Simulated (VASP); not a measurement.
A run of VASP 6.6.1:

File INCAR:

```
PREC = Accurate ; ENCUT = 520
EDIFF = 1E-6 ; ISMEAR = -1
SIGMA = 0.05 ; LREAL = False
LASPH = True ; NELM = 80
ALGO = Normal ; ISIF = 2
LWAVE = False ; LCHARG = True
GGA = CA ; LELF = True
LVHAR = True ; NBANDS = 17
```

KPOINTS

```
regular mesh
0
Gamma
  14 14 7
```

File POSCAR:

```
Pt
1.0
    2.6988173657      0.0000000000      0.0000000000
   -1.3494086829      2.3372443989      0.0000000000
    0.0000000000      0.0000000000      4.6331469223
Pt
2
Direct
    0.6666666667      0.3333333333      0.7500000000
    0.3333333333      0.6666666667      0.2500000000
```

Potentials or basis: VASP PAW LDA potentials, release 64 (Pt).

Command:

```bash
$ cat potpaw_LDA.64/Pt/POTCAR > POTCAR
$ mpirun -np 1 vasp_std > vasp.out
```

Hardware: 1 thread of Intel(R) Xeon(R) Platinum 8488C (Sapphire Rapids), with other jobs on the host.

**Question.** How long does it take, and how much memory?

**Answer.** It took 25 s on 1 thread of Intel(R) Xeon(R) Platinum 8488C (Sapphire Rapids), with other jobs on the host, peak memory 0.16 GiB. Counts: scf iterations 11, k points 96.
